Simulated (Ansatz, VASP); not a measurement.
# One calculation of InP, two programs

```xyz
2
Lattice="0.0000 2.9537 2.9537 2.9537 0.0000 2.9537 2.9537 2.9537 0.0000" Properties=species:S:1:pos:R:3 pbc="T T T"
In    0.0000    0.0000    0.0000
P     4.4306    4.4306    4.4306
```

Alike in both runs: functional r2SCAN; k mesh 8 × 8 × 8; occupations gaussian, width 0.02 eV; no spin polarisation.

Ansatz relaxed the structure, and its values are those at the end. VASP's run is a single point on that final structure, the one shown.

|  | VASP | Ansatz |
| --- | --- | --- |
| version | VASP 6.6.1 | Ansatz 0.2.0 |
| potentials or method | VASP PAW PBE potentials, release 64 (In_d, P), cutoff 550 eV | scalar-relativistic, plane waves, PAW |
| valence electrons in the cell | 18 | 18 |

|  | VASP | Ansatz | Ansatz less VASP |
| --- | --- | --- | --- |
| gap on the k mesh at the Fermi level (eV) | 1.03 | 1.02 | -0.008 |
| least direct gap on the mesh (eV) | 1.03 | 1.02 | -0.008 |
| pressure (GPa) | -0.1 | 0.0 | +0.11 |

VASP's potentials were made for PBE, not for r2SCAN. With one functional, cell and mesh, what is left measures potentials, basis and numerics.
